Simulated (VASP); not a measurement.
Wanted: the native input for a VASP 6.6.1 run.

| Quantity | Value |
| --- | --- |
| Task | single point |
| Functional | PBEsol |
| Potentials or basis | VASP PAW PBE potentials, release 64 (C) |
| Cutoff | 600 eV |
| k mesh | 6 × 6 × 6 |
| Occupations | gaussian, width 0.01 eV |
| Spin | no spin polarisation |
| Dipole correction | no |
| Further INCAR settings | ALGO = Normal; EDIFF = 1e-06; NBANDS = 11 |

The structure of C lies in POSCAR:

```
C
1.0
    0.0000000000      1.7946008943      1.7722278823
    1.7946008943      0.0000000000      1.7722278823
    1.7946008943      1.7946008943      0.0000000000
C
2
Direct
    0.0000000000      0.0000000000      0.0000000000
    0.2500000000      0.2500000000      0.2500000000
```

One way to write it, as run:

INCAR

```
SYSTEM = C
  PREC = Accurate
  ENCUT = 600
  EDIFF = 1E-6
  ISMEAR = 0
  SIGMA = 0.01
  LREAL = .FALSE.
  LASPH = .TRUE.
  NELM = 120
  ALGO = Normal
  ISIF = 2
  LWAVE = .FALSE.
  LCHARG = .FALSE.
  GGA = PS
  NBANDS = 11
  GGA_COMPAT = .FALSE.
```

KPOINTS

```
regular mesh
0
G
  6 6 6
  0 0 0
```

Potentials or basis: VASP PAW PBE potentials, release 64 (C).

Command:

```console
$ cat potpaw_PBE.64/C/POTCAR > POTCAR
$ mpirun -np 1 vasp_std > vasp.out
```

It gave:

The pressure is -7.0 GPa and the band gap on the k mesh is 3.70 eV, indirect (least direct gap 5.30 eV).

Caveat: the k points lie up to 0.51 Å⁻¹ apart; the PAW data sets were made with another functional, which shifts forces and pressure a little.

Run time: 6.2 s on 1 thread of AMD EPYC 7R13 Processor (Zen 3) (shared host), peak memory 0.09 GiB.
